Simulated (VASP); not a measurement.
# ZnO (Fm-3m) in VASP: further runs

The runs below take ZnO through single point, with PBE, r2SCAN.

Everything below comes from runs of VASP 6.6.1. Logs are shortened: lines on timing, memory, paths and dates and some standing lists are left out, and cuts for length are marked.

**1. The cell of the first run**

The structure is cubic, space group Fm-3m (No. 225). The conventional cell has a = 4.330 Å, b = 4.330 Å, c = 4.330 Å, α = 90.00°, β = 90.00°, γ = 90.00°. Within 2.9 Å of Zn (site symmetry m-3m) lie 6 O at 2.16 Å. O (site symmetry m-3m) has 6 Zn at 2.16 Å within 2.9 Å.

**2. Single point, PBE**

Contents of INCAR:

```
ALGO     = Normal         # electronic algorithm
EDIFF    = 1E-6           # SCF threshold, eV
ENCUT    = 1340           # plane-wave cutoff, eV
GGA      = PE             # functional
GGA_COMPAT= F            
ISIF     = 2              # what is computed and relaxed
ISMEAR   = 0              # smearing method
LASPH    = T              # aspherical terms in the spheres
LCHARG   = T              # write CHGCAR
LELF     = T              # ELF
LREAL    = F              # projectors in reciprocal space
LVHAR    = T            
LWAVE    = F              # write WAVECAR
NBANDS   = 16             # bands
NELM     = 120            # most SCF steps
PREC     = Accurate       # precision mode
SIGMA    = 0.02           # smearing width, eV
```

Contents of KPOINTS:

```
k-points
0
Gamma
  12 12 12
```

Contents of POSCAR:

```
ZnO
1.0
    0.0000000000      2.1648821421      2.1648821421
    2.1648821421      0.0000000000      2.1648821421
    2.1648821421      2.1648821421      0.0000000000
Zn O
1 1
Direct
    0.5000000000      0.5000000000      0.5000000000
    0.0000000000      0.0000000000      0.0000000000
```

Potentials or basis: VASP PAW PBE potentials, release 64 (Zn, O_h).

On the command line:

```console
$ cat potpaw_PBE.64/Zn/POTCAR potpaw_PBE.64/O_h/POTCAR > POTCAR
$ mpirun -np 1 vasp_std > vasp.out
```

OUTCAR:

```text
EDIFF = 1E-6
   ENCUT = 1340
   GGA = PE
   ISIF = 2
   ISMEAR = 0
   LASPH = T
   LREAL = F
   NELM = 120
   PREC = Accurate

 ion  position               nearest neighbor table
   1  0.500  0.500  0.500-   2 2.16   2 2.16   2 2.16   2 2.16   2 2.16   2 2.16
   2  0.000  0.000  0.000-   1 2.16   1 2.16   1 2.16   1 2.16   1 2.16   1 2.16

  LATTYP: Found a face centered cubic cell.
 ALAT       =     4.3297642842

  Lattice vectors:

 A1 = (   0.0000000000,   2.1648821421,   2.1648821421)
 A2 = (   2.1648821421,   0.0000000000,   2.1648821421)
 A3 = (   2.1648821421,   2.1648821421,   0.0000000000)

Analysis of symmetry for initial positions (statically):
=====================================================================
 Subroutine PRICEL returns:
 Original cell was already a primitive cell.

 Routine SETGRP: Setting up the symmetry group for a
 face centered cubic supercell.

 Subroutine GETGRP returns: Found 48 space group operations
 (whereof 48 operations were pure point group operations)
 out of a pool of 48 trial point group operations.

The static configuration has the point symmetry O_h .

Analysis of symmetry for dynamics (positions and initial velocities):
=====================================================================
 Subroutine PRICEL returns:
 Original cell was already a primitive cell.

 Routine SETGRP: Setting up the symmetry group for a
 face centered cubic supercell.

 Subroutine GETGRP returns: Found 48 space group operations
 (whereof 48 operations were pure point group operations)
 out of a pool of 48 trial point group operations.

The dynamic configuration has the point symmetry O_h .

 Subroutine INISYM returns: Found 48 space group operations
 (whereof 48 operations are pure point group operations),
 and found     1 'primitive' translations

----------------------------------------------------------------------------------------

                                     Primitive cell

  volume of cell :      20.2924

  direct lattice vectors                    reciprocal lattice vectors
     0.000000000  2.164882142  2.164882142    -0.230959455  0.230959455  0.230959455
     2.164882142  0.000000000  2.164882142     0.230959455 -0.230959455  0.230959455
     2.164882142  2.164882142  0.000000000     0.230959455  0.230959455 -0.230959455

  length of vectors
     3.061605686  3.061605686  3.061605686     0.400033511  0.400033511  0.400033511

  position of ions in fractional coordinates (direct lattice)
     0.500000000  0.500000000  0.500000000
     0.000000000  0.000000000  0.000000000

  ion indices of the primitive-cell ions
   primitive index   ion index
                 1           1
                 2           2

----------------------------------------------------------------------------------------

 KPOINTS: k-points

Automatic generation of k-mesh.
 Grid dimensions read from file:
 generate k-points for:   12   12   12

 Generating k-lattice:

  Cartesian coordinates                     Fractional coordinates (reciprocal lattice)
    -0.019246621  0.019246621  0.019246621     0.083333333  0.000000000  0.000000000
     0.019246621 -0.019246621  0.019246621     0.000000000  0.083333333  0.000000000
     0.019246621  0.019246621 -0.019246621     0.000000000  0.000000000  0.083333333

  Length of vectors
     0.033336126  0.033336126  0.033336126

  Shift w.r.t. Gamma in fractional coordinates (k-lattice)
     0.000000000  0.000000000  0.000000000

 Subroutine IBZKPT returns following result:
 ===========================================

 Found     72 irreducible k-points:

 Following reciprocal coordinates:
            Coordinates               Weight
  0.000000  0.000000  0.000000      1.000000
  0.083333  0.000000  0.000000      8.000000
  0.166667  0.000000  0.000000      8.000000
  0.250000  0.000000  0.000000      8.000000
  0.333333  0.000000  0.000000      8.000000
  0.416667  0.000000  0.000000      8.000000
[... 16 lines left out ...]
  0.500000  0.166667  0.000000     24.000000
 -0.416667  0.166667  0.000000     24.000000
 [... further k-points ...]
   k-points           NKPTS =     72   k-points in BZ     NKDIM =     72   number of bands    NBANDS=     16
   number of dos      NEDOS =    301   number of ions     NIONS =      2
   total plane-waves  NPLWV =  64000
   dimension x,y,z NGX =    40 NGY =   40 NGZ =   40
   dimension x,y,z NGXF=    80 NGYF=   80 NGZF=   80
   ions per type =               1   1
   NGX,Y,Z   is equivalent  to a cutoff of  21.72, 21.72, 21.72 a.u.
   NGXF,Y,Z  is equivalent  to a cutoff of  43.44, 43.44, 43.44 a.u.
 SYSTEM =  unknown system
   PREC   = accura    normal or accurate (medium, high low for compatibility)
   ISTART =      0    job   : 0-new  1-cont  2-samecut
   ICHARG =      2    charge: 1-file 2-atom 10-const
   ISPIN  =      1    spin polarized calculation?
   LNONCOLLINEAR =      F non collinear calculations
   LSORBIT =      F    spin-orbit coupling
   LASPH  =      T    aspherical Exc in radial PAW
   ENCUT  = 1340.0 eV  98.49 Ry    9.92 a.u.   9.14  9.14  9.14*2*pi/ulx,y,z
   NELM   =    120;   NELMIN=  2; NELMDL= -5     # of ELM steps
   EDIFF  = 0.1E-05   stopping-criterion for ELM
   LREAL  =      F    real-space projection
   EDIFFG = 0.1E-04   stopping-criterion for IOM
   NSW    =      0    number of steps for IOM
   IBRION =     -1    ionic relax: 0-MD 1-quasi-New 2-CG
   NFREE  =      0    steps in history (QN), initial steepest desc. (CG)
   ISIF   =      2    stress and relaxation
   ISYM   =      2    0-nonsym 1-usesym 2-fastsym
   POTIM  = 0.5000    time-step for ionic-motion
   TEBEG  =    0.0;   TEEND  =   0.0 temperature during run
   PSTRESS=    0.0 pullay stress
   NELECT =      18.0000    total number of electrons
   NUPDOWN=      -1.0000    fix difference up-down
   EMIN   =  10.00;   EMAX   =-10.00  energy-range for DOS
   EFERMI =   0.00;   METHOD = LEGACY
   ISMEAR =     0;   SIGMA  =   0.02  broadening in eV -4-tet -1-fermi 0-gaus
   EFERMI_NEDOS =   21; number of points for ismear=-14 and -15
   IALGO  =     38    algorithm
   IMIX   =      4    mixing-type and parameters
     AMIX     =   0.40;   BMIX     =  1.00
     AMIX_MAG =   1.60;   BMIX_MAG =  1.00
  volume/ion in A,a.u.               =      10.15        68.47
  Fermi-wavevector in a.u.,A,eV,Ry     =   1.572974  2.972489 33.664156  2.474246
  Thomas-Fermi vector in A             =   2.674328
   LORBIT       =      0    0 simple, 1 ext, 2 COOP (PROOUT), +10 PAW based schemes
   GGA     = PE    functional components
   LHFCALC =     F    Hartree Fock is set to
   AEXX    =    0.0000 exact exchange contribution
   IVDW    =     0    specifies the selected vdW correction
   LEPSILON=     F    determine dielectric tensor
   LRPA    =     F    only Hartree local field effects (RPA)
 non-spin polarized calculation
 Gauss-broadening in eV      SIGMA  =   0.02
  energy-cutoff  :     1340.00
  volume of cell :       20.29
 maximum number of plane-waves:      2285
 NGX is ok and might be reduce to    40
   NGX = 19   NGY = 19   NGZ = 19

 number of electron      18.0000001 magnetization

 Free energy of the ion-electron system (eV)
  ---------------------------------------------------
  ext. energy  EPLUGINS =         0.00000000
  ---------------------------------------------------
  free energy    TOTEN  =        -8.63912128 eV

  energy without entropy =       -8.63912128  energy(sigma->0) =       -8.63912128

 E-fermi :   2.9035     XC(G=0): -12.1021

 val. band max:        2.7568682579   @ k =   0.5000   0.0000   0.0000
 cond. band min:       3.4812268698   @ k =   0.0000   0.0000   0.0000
 fundamental gap:      0.7243586120
 Fermi energy:         2.9034753136

 k-point     1 :       0.0000    0.0000    0.0000
  band No.  band energies     occupation
      1     -15.5208      2.00000
      2      -2.0439      2.00000
      3      -2.0439      2.00000
      4      -2.0439      2.00000
      5      -1.8441      2.00000
      6      -1.8441      2.00000
[... 8 lines left out ...]
     15      21.6782      0.00000
     16      21.6782      0.00000

 k-point     2 :       0.0833    0.0000    0.0000
  band No.  band energies     occupation
      1     -15.4486      2.00000
      2      -2.0901      2.00000
      3      -2.0449      2.00000
      4      -2.0449      2.00000
      5      -1.9090      2.00000
      6      -1.9090      2.00000
[... 8 lines left out ...]
     15      21.8637      0.00000
     16      21.8637      0.00000

 k-point     3 :       0.1667    0.0000    0.0000
  band No.  band energies     occupation
      1     -15.2439      2.00000
      2      -2.2988      2.00000
      3      -2.1965      2.00000
      4      -2.1965      2.00000
      5      -1.9146      2.00000
      6      -1.9146      2.00000
[... 8 lines left out ...]
     15      22.4680      0.00000
     16      22.4680      0.00000

 k-point     4 :       0.2500    0.0000    0.0000
  band No.  band energies     occupation
      1     -14.9445      2.00000
      2      -2.8252      2.00000
      3      -2.4536      2.00000
      4      -2.4536      2.00000
      5      -1.8332      2.00000
      6      -1.8332      2.00000
[... 8 lines left out ...]
     15      23.4600      0.00000
     16      23.4600      0.00000
[... 324 lines left out ...]
 k-point    22 :       0.4167    0.1667    0.0000
  band No.  band energies     occupation
      1     -14.4134      2.00000
      2      -3.5643      2.00000
      3      -2.7152      2.00000
      4      -2.5122      2.00000
      5      -1.8128      2.00000
      6      -1.6390      2.00000
[... 8 lines left out ...]
     15      26.2005      0.00000
     16      27.7266      0.00000

 k-point    23 :       0.5000    0.1667    0.0000
  band No.  band energies     occupation
      1     -14.2314      2.00000
      2      -3.8446      2.00000
      3      -2.8313      2.00000
      4      -2.6954      2.00000
      5      -1.7247      2.00000
      6      -1.6290      2.00000
[... 8 lines left out ...]
     15      25.9412      0.00000
     16      27.5380      0.00000

 k-point    24 :      -0.4167    0.1667    0.0000
  band No.  band energies     occupation
      1     -14.2005      2.00000
      2      -3.9215      2.00000
      3      -2.7990      2.00000
      4      -2.7962      2.00000
      5      -1.6662      2.00000
      6      -1.6616      2.00000
[... 8 lines left out ...]
     15      25.3658      0.00000
     16      26.1231      0.00000

 [... further k-points ...]
[... 5 lines left out ...]
  --------------------------------------------------------------------------------------
  -------------------------------------------------------------------------------------
  Total        0.0985941      0.0985941      0.0985941      0.0000000     -0.0000000      0.0000000
  in kB        7.7844638      7.7844638      7.7844638      0.0000000     -0.0000000      0.0000000
  external PRESSURE =       7.7844638 kB  Pullay stress =       0.0000000 kB

 VOLUME and BASIS-vectors are now :
 -----------------------------------------------------------------------------
  energy-cutoff  :     1340.00
  volume of cell :       20.29
      direct lattice vectors                 reciprocal lattice vectors
     0.000000000  2.164882142  2.164882142    -0.230959455  0.230959455  0.230959455
     2.164882142  0.000000000  2.164882142     0.230959455 -0.230959455  0.230959455
     2.164882142  2.164882142  0.000000000     0.230959455  0.230959455 -0.230959455

 POSITION                                       TOTAL-FORCE (eV/Angst)
 -----------------------------------------------------------------------------------
      2.16488      2.16488      2.16488        -0.000000     -0.000000     -0.000000
      0.00000      0.00000      0.00000         0.000000      0.000000      0.000000
 -----------------------------------------------------------------------------------
    total drift:                               -0.000000     -0.000000      0.000000

  FREE ENERGIE OF THE ION-ELECTRON SYSTEM (eV)
  ---------------------------------------------------
  free  energy   TOTEN  =        -8.6391212825 eV

  energy  without entropy=       -8.6391212825  energy(sigma->0) =       -8.63912128
```

It took 39 s on 1 thread of Intel Xeon 6975P-C (Granite Rapids), shared host; peak memory 0.3 GiB.

What came out:

```
Free energy            : -8.6391 eV
Pressure               : 0.8 GPa
Band gap on the k mesh : 0.72 eV (least direct gap 1.96 eV)
```

Caveat: semilocal functionals underestimate gaps, and a narrow one can read as zero. A k mesh can miss the band edges.

**3. Single point, r2SCAN**

POSCAR is that of step 2.

Contents of INCAR.step1:

```
SYSTEM = ZnO
ALGO = Normal
EDIFF = 1E-5
ENCUT = 1480
GGA = PE
GGA_COMPAT = .False.
ISMEAR = 0
LASPH = .True.
LCHARG = .False.
LREAL = .False.
LWAVE = .True.
NBANDS = 16
NELM = 120
PREC = Accurate
SIGMA = 0.02
```

Contents of INCAR.step2:

```
SYSTEM = ZnO
ALGO = Normal
EDIFF = 1E-6
ENCUT = 1480
GGA_COMPAT = .False.
ISIF = 2
ISMEAR = 0
ISTART = 1
LASPH = .True.
LCHARG = .False.
LMIXTAU = .True.
LREAL = .False.
LWAVE = .False.
METAGGA = R2SCAN
NBANDS = 16
NELM = 120
PREC = Accurate
SIGMA = 0.02
```

Contents of KPOINTS:

```
k-points
0
Gamma
  12 12 12
  0 0 0
```

Potentials or basis: VASP PAW PBE potentials, release 64 (Zn, O_h).

On the command line:

```console
$ cat potpaw_PBE.64/Zn/POTCAR potpaw_PBE.64/O_h/POTCAR > POTCAR
$ cp INCAR.step1 INCAR
$ mpirun -np 1 vasp_std > vasp.out
$ cp INCAR.step2 INCAR
$ mpirun -np 1 vasp_std > vasp.out
```

It took 4.5 min on 1 thread of Intel Xeon Platinum 8488C (Sapphire Rapids), shared host; peak memory 0.34 GiB.

It converged, with:

- Free energy: -17.9509 eV
- Pressure: -6.6 GPa
- Band gap on the k mesh: 1.34 eV (least direct gap 2.61 eV)

Levels at points of the mesh, in eV from the valence-band top:
```csv
k point,band 6,band 7,band 8,band 9,band 10,band 11,band 12,band 13
"(0.00, 0.00, 0.00)",-4.68,-1.27,-1.27,-1.27,1.34,18.58,18.58,18.58
"(0.50, 0.00, 0.00)",-4.47,-3.61,0.00,0.00,6.12,9.65,13.56,13.56
"(0.50, 0.50, 0.00)",-4.37,-4.12,-2.65,-2.65,4.83,11.41,11.87,16.19
```

Caveat: the cell stands under tension; the PAW data sets were made with another functional, which shifts forces and pressure a little.
